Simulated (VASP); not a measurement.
# Hf32HO64 (a cell with a defect) in VASP: single point with PBE

Aim: the single point of Hf32HO64 (a cell with a defect) with PBE.

Everything below comes from runs of VASP 6.6.1. Logs are shortened: lines on timing, memory, paths and dates and some standing lists are left out, and cuts for length are marked.

### 1 The cell of the first run

The cell holds a defect, 97 atoms: a = 10.589 Å, b = 11.438 Å, c = 10.203 Å, α = 90.00°, β = 90.00°, γ = 62.43°.

### 2 Single point, PBE

Input file INCAR:

```
SYSTEM = Hf32HO64
PREC = Accurate
ENCUT = 520
EDIFF = 1E-6
ISMEAR = -1
SIGMA = 0.01
LREAL = Auto
LASPH = .True.
NELM = 120
ALGO = Normal
ISIF = 2
LWAVE = .False.
LCHARG = .False.
GGA = PE
NBANDS = 406
NELECT = 706.0
GGA_COMPAT = .False.
```

Input file KPOINTS:

```
Automatic mesh
0
Gamma
  1 1 1
  0 0 0
```

Input file POSCAR:

```
Hf32HO64
1.0
   10.5886410500      0.0000000000      0.0000000000
    5.2943205200     10.1394069600      0.0000000000
    0.0000000000      0.0000000000     10.2034546700
Hf O H
32 64 1
Direct
    0.1968217153      0.6316261913      0.1212502079
    0.4443250067      0.1359113019      0.1195200096
    0.1624123599      0.1316098669      0.3771893074
    0.4144306092      0.6363031907      0.3662886856
    0.0805973435      0.3668539999      0.1209554058
    0.3174015803      0.8921767354      0.1034682893
    0.0507977327      0.8732754327      0.3656298892
    0.2978210243      0.3673678367      0.3720257621
    0.1998664340      0.6345180764      0.6187313223
    0.4491210417      0.1318555420      0.6193249448
    0.1696523252      0.1327700925      0.8798224023
    0.4160369125      0.6359912395      0.8729088616
    0.0832330865      0.3650556699      0.6235683115
    0.3314154123      0.8688884897      0.6240018901
    0.0494410228      0.8648642899      0.8719878990
    0.3011617165      0.3701975880      0.8669508795
    0.6929378519      0.6348508375      0.1200255246
    0.9485986244      0.1328067810      0.1229023934
    0.6650146584      0.1318421290      0.3699064799
    0.9165778362      0.6327271432      0.3690287380
    0.5810533328      0.3660133196      0.1202397658
    0.8276306258      0.8668994187      0.1205960177
    0.5457057387      0.8661111083      0.3686989477
    0.7970585117      0.3668422635      0.3719746030
    0.6991632583      0.6315381191      0.6179306131
    0.9475525592      0.1344068746      0.6274407254
    0.6663942959      0.1316329451      0.8699709350
    0.9163745750      0.6324055268      0.8697566939
    0.5810452793      0.3676128214      0.6197400003
    0.8340613927      0.8662267956      0.6180799743
    0.5553598504      0.8630306520      0.8649822325
    0.7987946050      0.3673192145      0.8722420286
    0.1523098990      0.0091562554      0.2290215496
    0.4151887719      0.5300004252      0.1915123910
    0.0464669904      0.0337918185      0.4575737484
    0.3010906484      0.5314276290      0.4448474705
   -0.0092875011      0.7330343904      0.2438378060
    0.2443392942      0.2285263832      0.2462771758
    0.0215983792      0.7350400304      0.4934277814
    0.2680445333      0.2327635146      0.4970611586
    0.2544602156      0.7686376561      0.4970838960
    0.5008744827      0.2671564531      0.4948595513
    0.2247355817      0.7547606118      0.2509073723
    0.4756629837      0.2688126644      0.2448653991
    0.1957937867      0.4661706566      0.1958705227
    0.4462525625      0.9675703953      0.1885963198
    0.0816537199      0.4671710110      0.4443366631
    0.3331430728      0.9679545400      0.4469430352
    0.1639309649      0.0342598932      0.6963894318
    0.4152876927      0.5328500001      0.6949747149
    0.0540281864      0.0284525516      0.9513117188
    0.3002159618      0.5344961516      0.9428595815
   -0.0007581181      0.7302960646      0.7443525008
    0.2507392193      0.2288090427      0.7468590048
    0.0176794957      0.7313811379      0.9951287410
    0.2698936965      0.2421544978      0.9932749571
    0.2491945475      0.7683806391      0.9990500600
    0.5029799099      0.2673006430      0.9943702724
    0.2298811044      0.7682943421      0.7475579837
    0.4801409215      0.2677830183      0.7441030754
    0.1983643359      0.4668512684      0.6912278467
    0.4570316248      0.9610899374      0.6841694530
    0.0820359042      0.4682625935      0.9426828766
    0.3401922634      0.9477964577      0.9103548063
    0.6605419768      0.0345793399      0.1911285994
    0.9132137900      0.5326175408      0.1920572064
    0.5479745706      0.0336749478      0.4392954293
    0.7986680087      0.5333506211      0.4405160943
    0.4880354732      0.7380030242      0.2409715219
    0.7458037372      0.2317630616      0.2461009610
    0.5207271710      0.7302090772      0.4920618714
    0.7684563678      0.2315846488      0.4971756296
    0.7522425413      0.7676588020      0.4933542768
    0.9980252007      0.2702706392      0.4995339485
    0.7248569944      0.7680493574      0.2440282317
    0.9802280513      0.2639114901      0.2482687562
    0.6973657057      0.4666135819      0.1931615383
    0.9389825837      0.9684971753      0.1918297345
    0.5819084621      0.4665214661      0.4417176482
    0.8318719802      0.9671381215      0.4419306153
    0.6659794271      0.0329022202      0.6914516924
    0.9154599101      0.5321173143      0.6923952944
    0.5449186163      0.0338125298      0.9406865920
    0.7968598019      0.5356454299      0.9411625092
    0.5025755552      0.7261330006      0.7416106843
    0.7460529520      0.2325873702      0.7476222757
    0.5193396927      0.7315224677      0.9927934536
    0.7703881055      0.2291806621      0.9963932147
    0.7499524669      0.7680095129      0.9937784141
    0.9930257182      0.2738532945      0.9985587558
    0.7327484059      0.7663761826      0.7416226410
    0.9816722995      0.2678042227      0.7514805767
    0.7014370408      0.4636200143      0.6903704900
    0.9465632261      0.9673765969      0.6979280283
    0.5829379230      0.4664631786      0.9432112271
    0.8318281300      0.9652540862      0.9421355130
    0.2210487342      0.0840710905      0.0659730475
```

Potentials or basis: VASP PAW PBE potentials, release 64 (Hf_pv, O, H).

The run is started by

```
$ cat potpaw_PBE.64/Hf_pv/POTCAR potpaw_PBE.64/O/POTCAR potpaw_PBE.64/H/POTCAR > POTCAR
$ mpirun -np 1 vasp_gam > vasp.out
```

OUTCAR:

```text
SYSTEM = Hf32HO64
   PREC = Accurate
   ENCUT = 520
   EDIFF = 1E-6
   ISMEAR = -1
   LREAL = Auto
   LASPH = .True.
   NELM = 120
   ISIF = 2
   GGA = PE
   NELECT = 706.0

 ion  position               nearest neighbor table
   1  0.197  0.632  0.121-  45 2.04  43 2.05  55 2.13  52 2.15  34 2.17  57 2.26  37 2.31   4 3.42
                            12 3.45  15 3.49   7 3.51  22 3.58   8 3.72  16 3.72   6 3.75   5 3.76
   2  0.444  0.136  0.120-  46 2.04  56 2.11  44 2.13  65 2.16  83 2.16  58 2.27  38 2.28  19 3.45
                            27 3.45   8 3.50  16 3.52   5 3.52  21 3.54   6 3.62  23 3.75  22 3.79
   3  0.162  0.132  0.377-  48 2.04  33 2.10  74 2.13  38 2.16  35 2.17  76 2.24  40 2.30  26 3.41
                            18 3.44  13 3.48  24 3.55   5 3.56   8 3.59   7 3.66  14 3.69   6 3.72
   4  0.414  0.636  0.366-  79 2.08  69 2.11  41 2.14  34 2.16  43 2.18  36 2.20  71 2.28   1 3.42
                             9 3.44  23 3.50   7 3.54  14 3.55  21 3.73   6 3.75  29 3.77  24 3.79
   5  0.081  0.367  0.121-  66 2.04  90 2.11  38 2.15  45 2.16  63 2.16  56 2.26  76 2.32  11 3.43
                             8 3.44  16 3.50   2 3.52  18 3.55   3 3.56  20 3.71  28 3.73   1 3.76
   6  0.317  0.892  0.103-  97 1.98  33 2.08  46 2.11  64 2.12  57 2.15  69 2.32  87 2.36  43 2.67
                            11 3.35  31 3.41  12 3.52  23 3.55  18 3.59   2 3.62  17 3.70   3 3.72
   7  0.051  0.873  0.366-  35 2.04  43 2.07  78 2.13  39 2.18  80 2.20  37 2.34  41 2.34  33 2.66
                            22 3.46  30 3.48   1 3.51   4 3.54   9 3.55  18 3.63  20 3.63   3 3.66
   8  0.298  0.367  0.372-  36 2.03  44 2.13  45 2.13  40 2.13  47 2.16  42 2.29  38 2.31  13 3.44
                             5 3.44  10 3.49   2 3.50  19 3.56   3 3.59   9 3.72   1 3.72  20 3.76
   9  0.200  0.635  0.619-  61 2.06  39 2.12  36 2.13  59 2.15  50 2.17  41 2.25  53 2.28   4 3.44
[... 96 lines left out ...]
  82  0.915  0.532  0.692-  13 2.04  28 2.15  25 2.17
  83  0.545  0.034  0.941-  31 2.06   2 2.16  27 2.18
  84  0.797  0.536  0.941-  32 2.04  28 2.16  17 2.16
  85  0.503  0.726  0.742-  12 2.14  14 2.16  25 2.24  31 2.27
  86  0.746  0.233  0.748-  27 2.12  29 2.15  26 2.26  32 2.26
  87  0.519  0.732  0.993-  17 2.10  31 2.15  12 2.23   6 2.36
  88  0.770  0.229  0.996-  18 2.13  32 2.15  21 2.27  27 2.29
  89  0.750  0.768  0.994-  22 2.12  28 2.14  31 2.25  17 2.28
  90  0.993  0.274  0.999-   5 2.11  11 2.19  32 2.24  18 2.27
  91  0.733  0.766  0.742-  31 2.10  25 2.15  28 2.25  30 2.28
  92  0.982  0.268  0.751-  32 2.13  26 2.14  13 2.28  11 2.28
  93  0.701  0.464  0.690-  25 2.05  29 2.16  32 2.16
  94  0.947  0.967  0.698-  26 2.05  15 2.13  30 2.17
  95  0.583  0.466  0.943-  12 2.06  21 2.15  32 2.15
  96  0.832  0.965  0.942-  27 2.04  22 2.15  15 2.17
  97  0.221  0.084  0.066-   6 1.98  11 1.98

  LATTYP: Found a base centered orthorhombic cell.
 ALAT       =    10.5886410500
 B/A-ratio  =     1.9151479235
 C/A-ratio  =     0.9636226804

  Lattice vectors:

 A1 = (   5.2943205300, -10.1394069600,   0.0000000000)
 A2 = (   5.2943205200,  10.1394069600,   0.0000000000)
 A3 = (   0.0000000000,   0.0000000000,  10.2034546700)

Analysis of symmetry for initial positions (statically):
=====================================================================
 Subroutine PRICEL returns:
 Original cell was already a primitive cell.

 Routine SETGRP: Setting up the symmetry group for a
 base centered orthorhombic supercell.

 Subroutine GETGRP returns: Found  1 space group operations
 (whereof  1 operations were pure point group operations)
 out of a pool of  8 trial point group operations.

The static configuration has the point symmetry C_1 .

Analysis of symmetry for dynamics (positions and initial velocities):
=====================================================================
[... 258 lines left out ...]
   PREC   = accura    normal or accurate (medium, high low for compatibility)
   ISTART =      0    job   : 0-new  1-cont  2-samecut
   ICHARG =      2    charge: 1-file 2-atom 10-const
   ISPIN  =      1    spin polarized calculation?
   LNONCOLLINEAR =      F non collinear calculations
   LSORBIT =      F    spin-orbit coupling
   LASPH  =      T    aspherical Exc in radial PAW
   ENCUT  =  520.0 eV  38.22 Ry    6.18 a.u.  19.69 21.27 18.97*2*pi/ulx,y,z
   NELM   =    120;   NELMIN=  2; NELMDL= -5     # of ELM steps
   EDIFF  = 0.1E-05   stopping-criterion for ELM
   LREAL  =      T    real-space projection
   EDIFFG = 0.1E-04   stopping-criterion for IOM
   NSW    =      0    number of steps for IOM
   IBRION =     -1    ionic relax: 0-MD 1-quasi-New 2-CG
   NFREE  =      0    steps in history (QN), initial steepest desc. (CG)
   ISIF   =      2    stress and relaxation
   ISYM   =      2    0-nonsym 1-usesym 2-fastsym
   POTIM  = 0.5000    time-step for ionic-motion
   TEBEG  =    0.0;   TEEND  =   0.0 temperature during run
   PSTRESS=    0.0 pullay stress
   NELECT =     706.0000    total number of electrons
   NUPDOWN=      -1.0000    fix difference up-down
   EMIN   =  10.00;   EMAX   =-10.00  energy-range for DOS
   EFERMI =   0.00;   METHOD = LEGACY
   ISMEAR =    -1;   SIGMA  =   0.01  broadening in eV -4-tet -1-fermi 0-gaus
   EFERMI_NEDOS =   21; number of points for ismear=-14 and -15
   IALGO  =     38    algorithm
   IMIX   =      4    mixing-type and parameters
     AMIX     =   0.40;   BMIX     =  1.00
     AMIX_MAG =   1.60;   BMIX_MAG =  1.00
  volume/ion in A,a.u.               =      11.29        76.21
  Fermi-wavevector in a.u.,A,eV,Ry     =   1.414088  2.672239 27.206814  1.999644
  Thomas-Fermi vector in A             =   2.535666
   LORBIT       =      0    0 simple, 1 ext, 2 COOP (PROOUT), +10 PAW based schemes
   GGA     = PE    functional components
   LHFCALC =     F    Hartree Fock is set to
   AEXX    =    0.0000 exact exchange contribution
   IVDW    =     0    specifies the selected vdW correction
   LEPSILON=     F    determine dielectric tensor
   LRPA    =     F    only Hartree local field effects (RPA)
 non-spin polarized calculation
  energy-cutoff  :      520.00
  volume of cell :     1095.47
 maximum number of plane-waves:     14778
 NGX is ok and might be reduce to    80
   NGX = 39   NGY = 43   NGZ = 37

 number of electron     705.9999971 magnetization

 Free energy of the ion-electron system (eV)
  ---------------------------------------------------
  ext. energy  EPLUGINS =         0.00000000
  ---------------------------------------------------
  free energy    TOTEN  =      -969.17534679 eV

  energy without entropy =     -969.17534679  energy(sigma->0) =     -969.17534679

 E-fermi :   4.3570     XC(G=0): -11.5931

 val. band max:        4.0016621483   @ k =   0.0000   0.0000   0.0000
 cond. band min:       7.7206994991   @ k =   0.0000   0.0000   0.0000
 fundamental gap:      3.7190373508
 Fermi energy:         4.3569722411

 k-point     1 :       0.0000    0.0000    0.0000
  band No.  band energies     occupation
      1     -26.3660      2.00000
      2     -26.3464      2.00000
      3     -26.3420      2.00000
      4     -26.3217      2.00000
      5     -26.3127      2.00000
      6     -26.3039      2.00000
[... 357 lines left out ...]
    364       8.0934      0.00000
    365       8.1099      0.00000
 [bands above 365 left out]

------------------------ aborting loop because EDIFF is reached ----------------------------------------

  FORCE on cell =-STRESS in cart. coord.  units (eV):
  Direction    XX          YY          ZZ          XY          YZ          ZX
  --------------------------------------------------------------------------------------
  -------------------------------------------------------------------------------------
  Total       -7.8793339    -10.5505077     -6.9471984      0.3732923      3.0765042     -2.5781672
  in kB      -11.5239155    -15.4306393    -10.1606214      0.5459585      4.4995396     -3.7706971
  external PRESSURE =     -12.3717254 kB  Pullay stress =       0.0000000 kB

 VOLUME and BASIS-vectors are now :
 -----------------------------------------------------------------------------
  energy-cutoff  :      520.00
  volume of cell :     1095.47
      direct lattice vectors                 reciprocal lattice vectors
    10.588641050  0.000000000  0.000000000     0.094440825 -0.049312549  0.000000000
     5.294320520 10.139406960  0.000000000     0.000000000  0.098625097  0.000000000
     0.000000000  0.000000000 10.203454670     0.000000000  0.000000000  0.098006022

 POSITION                                       TOTAL-FORCE (eV/Angst)
 -----------------------------------------------------------------------------------
      5.42811      6.40432      1.23717         0.060017     -0.001935     -0.017913
      5.42436      1.37806      1.21952         0.094672      0.022000     -0.024110
      2.41651      1.33445      3.84863        -0.070191     -0.028157     -0.002741
      7.75705      6.45174      3.73741        -0.058948      0.019107     -0.065010
      2.79566      3.71968      1.23416         0.040263      0.024275     -0.033353
      8.08432      9.04614      1.05573         0.035897     -0.024005     -0.068408
[... 89 lines left out ...]
     13.91829      9.78710      9.61304         0.004503      0.008700      0.012007
      2.78571      0.85243      0.67315        -0.162827     -0.002850     -0.093393
 -----------------------------------------------------------------------------------
    total drift:                               -0.004810     -0.000801     -0.003694

  FREE ENERGIE OF THE ION-ELECTRON SYSTEM (eV)
  ---------------------------------------------------
  free  energy   TOTEN  =      -969.1753467925 eV

  energy  without entropy=     -969.1753467925  energy(sigma->0) =     -969.17534679
```

It took 34 min on 1 thread of Intel Xeon 8259CL, shared host; peak memory 1.1 GiB.

Results:

```yaml
Free_energy: -969.1753 eV
Largest_force: 0.188 eV/Å
```

Forces in eV/Å, atoms in the order of the input:
```
Hf   0.060 -0.002 -0.018
Hf   0.095  0.022 -0.024
Hf  -0.070 -0.028 -0.003
Hf  -0.059  0.019 -0.065
Hf   0.040  0.024 -0.033
Hf   0.036 -0.024 -0.068
Hf  -0.020  0.019 -0.057
Hf  -0.025  0.024 -0.016
Hf   0.041 -0.007 -0.052
Hf   0.049 -0.012 -0.038
Hf  -0.041 -0.024 -0.056
Hf  -0.033 -0.019 -0.021
Hf   0.033  0.007 -0.027
Hf   0.050  0.013 -0.035
Hf  -0.052 -0.007 -0.032
Hf  -0.048 -0.004 -0.041
Hf   0.032 -0.014 -0.045
Hf   0.007  0.010 -0.025
Hf  -0.046 -0.005 -0.025
Hf  -0.040  0.002 -0.056
Hf   0.054  0.024 -0.030
Hf   0.054  0.007 -0.020
Hf  -0.063 -0.007 -0.032
Hf  -0.051  0.013 -0.035
Hf   0.033 -0.006 -0.035
Hf   0.063 -0.029 -0.044
Hf  -0.043  0.003 -0.035
Hf  -0.045 -0.024 -0.041
Hf   0.042  0.013 -0.031
Hf   0.054 -0.002 -0.051
Hf  -0.070 -0.016 -0.051
Hf  -0.030  0.011 -0.022
O    0.016  0.018  0.011
O   -0.002 -0.012  0.006
O    0.011  0.003  0.022
O    0.003 -0.014  0.027
O   -0.061  0.032  0.004
O   -0.009  0.014  0.011
O    0.027  0.026  0.041
O    0.014  0.042  0.023
O    0.040 -0.041  0.032
O    0.027 -0.036  0.030
O   -0.088 -0.079  0.071
O   -0.011 -0.025  0.020
O   -0.013 -0.015  0.022
O   -0.086  0.074 -0.019
O    0.022 -0.001 -0.001
O    0.012  0.014  0.032
O   -0.014 -0.025  0.008
O   -0.007 -0.010  0.008
O    0.019  0.001  0.032
O    0.008 -0.010  0.011
O   -0.016  0.038  0.027
O   -0.014  0.043  0.023
O    0.026  0.032  0.010
O    0.027  0.016  0.026
O    0.009 -0.023 -0.003
O    0.032 -0.031  0.031
O   -0.019 -0.032  0.029
O   -0.024 -0.037  0.025
O   -0.005 -0.001  0.020
O   -0.019  0.022  0.019
O    0.010  0.010  0.016
O    0.041  0.040  0.050
O   -0.014 -0.007  0.014
O    0.003 -0.016  0.009
O    0.019 -0.003  0.006
O    0.014 -0.007  0.021
O   -0.002  0.034  0.060
O   -0.010  0.026  0.028
O    0.048  0.037  0.003
O    0.020  0.046  0.029
O    0.034 -0.039  0.019
O    0.035 -0.038  0.029
O   -0.050 -0.018  0.002
O    0.006 -0.054  0.022
O   -0.010  0.013  0.024
O    0.003  0.012  0.010
O    0.030 -0.009  0.019
O    0.005  0.025  0.019
O   -0.015 -0.010  0.016
O   -0.008 -0.008  0.014
O    0.029 -0.014  0.016
O    0.016 -0.004  0.003
O   -0.014  0.034  0.021
O   -0.010  0.027  0.028
O    0.041  0.025 -0.004
O    0.037  0.030  0.031
O    0.023 -0.023  0.016
O    0.025 -0.033  0.030
O   -0.018 -0.032  0.033
O   -0.034 -0.029  0.017
O   -0.021  0.008  0.005
O   -0.011  0.005  0.023
O    0.023  0.003  0.017
O    0.005  0.009  0.012
H   -0.163 -0.003 -0.093
```

Levels at points of the mesh, in eV from the Fermi level:
```csv
k point,band 351,band 352,band 353,band 354,band 355,band 356
"(0.00, 0.00, 0.00)",-1.12,-1.04,-0.36,3.36,3.40,3.45
```

Caveat: the k points lie up to 0.67 Å⁻¹ apart; the cell carries a net charge on a neutralising background, which shifts energy and pressure; the cell is charged against a uniform background, so pressure and absolute levels hang on convention; spin-orbit coupling is left out, which moves the levels of the heavy elements.
